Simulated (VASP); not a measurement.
Br: single point with r2SCAN

Br:

```
Br
1.0
     3.36325   -2.32255    0.00000
     3.36325    2.32255    0.00000
     0.00000    0.00000    8.70230
Br
4
Direct
  0.36510 0.63490 0.39010
  0.13490 0.86510 0.89010
  0.63490 0.36510 0.60990
  0.86510 0.13490 0.10990
```

| Item | Value |
| --- | --- |
| Program | VASP 6.6.1 |
| Task | single point |
| Functional | r2SCAN |
| Potentials or basis | VASP PAW PBE potentials, release 64 (Br) |
| Cutoff | 520 eV |
| k mesh | 7 × 7 × 3 |
| Occupations | fermi-dirac, width 0.05 eV |
| Spin | no spin polarisation |

* Pressure: 0.7 GPa
* Largest force: 0.583 eV/Å
* Band gap on the k mesh: 2.21 eV (least direct gap 2.23 eV)

Forces in eV/Å, atoms in the order of the input:
```
Br   0.000  0.285 -0.508
Br   0.000 -0.285 -0.508
Br   0.000 -0.285  0.508
Br   0.000  0.285  0.508
```

Stress tensor (GPa, compression positive):
```
0.23 0.00 0.00
0.00 0.28 0.00
0.00 0.00 1.51
```

Levels at points of the mesh, in eV from the valence-band top:
| k point | band 12 | band 13 | band 14 | band 15 | band 16 | band 17 |
| --- | --- | --- | --- | --- | --- | --- |
| (0.00, 0.00, 0.00) | -0.33 | -0.06 | -0.02 | 2.21 | 2.94 | 6.67 |

It took 9.6 min on 1 thread of AMD EPYC 7R13, on a shared host, peak memory 0.25 GiB.

Caveat: the PAW data sets were made with another functional, which shifts forces and pressure a little; an odd mesh through Γ misses points on the zone boundary, where band edges can lie. r2SCAN opens gaps a little over a GGA but as a rule still falls short of measured ones.
